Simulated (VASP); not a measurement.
Here is a VASP 6.6.1 calculation.

File INCAR:

```
ALGO = Normal ; EDIFF = 1E-7
ENCUT = 520 ; GGA = PS
ISIF = 2 ; ISMEAR = -1
LASPH = True ; LCHARG = False
LREAL = False ; LWAVE = False
NBANDS = 11 ; NELM = 60
PREC = Accurate ; SIGMA = 0.05
```

Contents of KPOINTS:

```
k-points
0
Gamma
  13 13 9
```

The input POSCAR:

```
BN
1.0
    2.4568420491      0.0000000000      0.0000000000
   -1.2212605467      2.1318056974      0.0000000000
   -0.6177907512     -1.0659028487      2.9608381970
N B
1 1
Direct
    0.6685060000      0.3323850000      0.9849990000
    0.9796430000      0.9834990000      0.0018060000
```

Potentials or basis: VASP PAW PBE potentials, release 64 (N, B).

Launch:

```sh
$ cat potpaw_PBE.64/N/POTCAR potpaw_PBE.64/B/POTCAR > POTCAR
$ mpirun -np 1 vasp_std > vasp.out
```

(1) What does it give for the pressure?

(2) Predict the band gap on the k mesh.

## Answers

(1) 20.6 GPa.

(2) 2.66 eV, indirect (least direct gap 4.61 eV).

Caveat: the PAW data sets were made with another functional, which shifts forces and pressure a little.
